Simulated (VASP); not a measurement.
Wanted: the native input for a VASP 6.6.1 run.

* Task: single point
* Functional: PBE
* Potentials or basis: VASP PAW PBE potentials, release 64 (H)
* Cutoff: 520 eV
* k mesh: 9 × 9 × 6
* Occupations: gaussian, width 0.05 eV
* Spin: no spin polarisation
* Dipole correction: no
* Further INCAR settings: ALGO = Normal; EDIFF = 1e-06; NBANDS = 10

The structure of H lies in POSCAR:

```
H
1.0
    4.1366550983      0.0000000000      0.0000000000
   -2.0683275492      3.5824484019      0.0000000000
    0.0000000000      0.0000000000      4.3490810849
H
4
Direct
    0.3333333333      0.6666666667      0.1764958800
    0.6666666667      0.3333333333      0.6764958800
    0.6666666667      0.3333333333      0.8235041200
    0.3333333333      0.6666666667      0.3235041200
```

This cell differs from its parent crystal: ratio of the length along z to the lengths across it x 0.8, volume and fractional coordinates fixed.

One way to write it, as run:

INCAR

```
PREC = Accurate ; ENCUT = 520
EDIFF = 1E-6 ; ISMEAR = 0
SIGMA = 0.05 ; LREAL = F
LASPH = T ; NELM = 80
ALGO = Normal ; ISIF = 2
LWAVE = F ; LCHARG = F
GGA = PE ; NBANDS = 10
```

KPOINTS

```
Automatic mesh
0
Gamma
  9 9 6
```

Potentials or basis: VASP PAW PBE potentials, release 64 (H).

Command:

```sh
$ cat potpaw_PBE.64/H/POTCAR > POTCAR
$ mpirun -np 1 vasp_std > vasp.out
```

It gave:

* Pressure: 5.9 GPa
* Largest force: 5.629 eV/Å
* Band gap on the k mesh: 10.46 eV, indirect (least direct gap 10.90 eV)

Caveat: forces of over 1 eV/Å act on the atoms, so gaps and moduli don't describe the material at rest.

Run time: 37 s on 1 thread of AMD EPYC 7R13 (shared host), peak memory 0.14 GiB.
